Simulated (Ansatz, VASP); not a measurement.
# CdS in VASP and in Ansatz

Contents of INCAR:

```
SYSTEM = CdS
ALGO     = Normal         ! electronic algorithm
EDIFF    = 1E-7           ! SCF threshold, eV
ENCUT    = 520            ! plane-wave cutoff, eV
GGA      = PE             ! functional
ISIF     = 2              ! what is computed and relaxed
ISMEAR   = 0              ! smearing method
LASPH    = .TRUE.         ! aspherical terms in the spheres
LCHARG   = .FALSE.        ! write CHGCAR
LREAL    = .FALSE.        ! projectors in reciprocal space
LWAVE    = .FALSE.        ! write WAVECAR
NBANDS   = 26             ! bands
NELM     = 80             ! most SCF steps
PREC     = Accurate       ! precision mode
SIGMA    = 0.05           ! smearing width, eV
```

Contents of KPOINTS:

```
k-points
0
G
  12 12 4
  0 0 0
```

File POSCAR:

```
CdS
1.0
    4.1347992034      0.0000000000      0.0000000000
   -2.0673996017      3.5808411497      0.0000000000
    0.0000000000      0.0000000000      6.7490000000
Cd S
2 2
Direct
    0.2124084769      0.6666666667      0.0000000000
    0.5457418102      0.3333333333      0.5000000000
    0.3333333333      0.6666666667      0.3850000000
    0.6666666667      0.3333333333      0.8850000000
```

Input for Ansatz:

```yaml
crystal:
  lattice:
    - [4.1347992034, 0.0, 0.0]
    - [-2.0673996017, 3.5808411497, 0.0]
    - [0.0, 0.0, 6.749]
  atoms:
    - { symbol: Cd, position: [0.2124084769, 0.6666666667, 0.0] }
    - { symbol: Cd, position: [0.5457418102, 0.3333333333, 0.5] }
    - { symbol: S, position: [0.3333333333, 0.6666666667, 0.385] }
    - { symbol: S, position: [0.6666666667, 0.3333333333, 0.885] }
basis:
  ecutwfc: 420
kpoints:
  mp_grid: { grid: [12, 12, 4] }
hamiltonian:
  xc: pbe
scf:
  occupations: { method: gaussian, width: 0.05 }
output:
  forces: true
  stress: true
  eigenvalues: true
```

Change from the starting cell: all Cd atoms moved -0.500 Å, as atom 1 along Cartesian [1 0 0].

Alike in both runs: task single point; functional PBE; k mesh 12 × 12 × 4; occupations gaussian, width 0.05 eV; no spin polarisation.

```csv
,VASP,Ansatz
version,VASP 6.6.1,Ansatz 0.2.0
potentials or method,"VASP PAW PBE potentials, release 64 (Cd, S), cutoff 520 eV","scalar-relativistic, plane waves, PAW"
valence electrons in the cell,36,52
```

Ansatz gave:

```
gap on the k mesh at the Fermi level (eV)                     : 1.29
least direct gap on the mesh (eV)                             : 1.29
pressure (GPa)                                                : 9.9
traceless stress, the component that is largest in VASP (GPa) : 9.12
rms of the force components (eV/Å)                            : 2.963
```

Question: Estimate VASP's values.

Answer: gap on the k mesh at the Fermi level (eV): 1.30; least direct gap on the mesh (eV): 1.30; pressure (GPa): 10.5; traceless stress, the component that is largest in VASP (GPa): 9.42; rms of the force components (eV/Å): 3.040.

Atom by atom the forces differ by 0.078 eV/Å (rms over components). With one functional, cell and mesh, what is left measures potentials, basis and numerics. VASP's potentials hold 36 valence electrons a cell and Ansatz's 52, so a difference there can come from the potentials and not from the codes.
